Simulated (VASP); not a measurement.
WSe2, 12 atoms in the cell. The cell holds a slab with vacuum, 12 atoms: a = 3.279 Å, b = 3.279 Å, c = 39.552 Å, α = 90.00°, β = 90.00°, γ = 120.00°. 

| Property | Result |
| --- | --- |
| Program | VASP 6.6.1 |
| Task | single point |
| Functional | PBE |
| Dispersion | D3(BJ) |
| Potentials or basis | VASP PAW PBE potentials, release 64 (Se, W_sv) |
| Cutoff | 520 eV |
| k mesh | 9 × 9 × 1 |
| Occupations | gaussian, width 0.05 eV |
| Spin | no spin polarisation |
| Dipole correction | yes |
| Further INCAR settings | ALGO = Normal; EDIFF = 1e-06; NBANDS = 64 |

Potentials or basis: VASP PAW PBE potentials, release 64 (Se, W_sv).

Command:

```sh
$ cat potpaw_PBE.64/Se/POTCAR potpaw_PBE.64/W_sv/POTCAR > POTCAR
$ mpirun -np 1 vasp_std > vasp.out
```

Hardware: 1 thread of Intel(R) Xeon(R) Platinum 8488C (Sapphire Rapids) (shared host).

Task: Estimate the wall time of this run.

Result: It took 8.4 min on 1 thread of Intel(R) Xeon(R) Platinum 8488C (Sapphire Rapids) (shared host), peak memory 0.52 GiB. Counts: scf iterations 26, k points 12.
